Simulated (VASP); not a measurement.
A run of VASP 6.6.1 is set up as follows.

Contents of INCAR:

```
PREC = Accurate
ENCUT = 520
EDIFF = 1E-6
ISMEAR = 0
SIGMA = 0.02
LREAL = False
LASPH = True
NELM = 150
ALGO = Normal
ISIF = 2
LWAVE = False
LCHARG = False
LMAXMIX = 4
LDAU = True
LDAUTYPE = 2
LDAUL = -1 2 -1
LDAUU = 0 4 0
LDAUJ = 0 0 0
LDAUPRINT = 1
GGA = PE
NBANDS = 28
```

KPOINTS

```
regular mesh
0
Gamma
  6 6 6
```

POSCAR

```
BaTiO3
1.0
    2.8605249165      1.6515248305      2.3462108747
   -2.8605249165      1.6515248305      2.3462108747
    0.0000000000     -3.3030496611      2.3462108747
Ba Ti O
1 1 3
Direct
    0.0011724735      0.0011724735      0.0011724735
    0.5112785985      0.5112785985      0.5112785985
    0.4887886413      0.9810726456      0.4887886413
    0.4887886413      0.4887886413      0.9810726456
    0.9810726456      0.4887886413      0.4887886413
```

Potentials or basis: VASP PAW PBE potentials, release 64 (Ba_sv, Ti_sv, O).

Run with:

```console
$ cat potpaw_PBE.64/Ba_sv/POTCAR potpaw_PBE.64/Ti_sv/POTCAR potpaw_PBE.64/O/POTCAR > POTCAR
$ mpirun -np 1 vasp_std > vasp.out
```

(1) What does it give for the pressure?

(2) Predict the band gap on the k mesh.

(3) Predict the largest force.

Answers

(1) 3.4 GPa.

(2) 2.62 eV, indirect (least direct gap 3.03 eV).

(3) 0.602 eV/Å.

Caveat: spin-orbit coupling is left out, which moves the levels of the heavy elements.
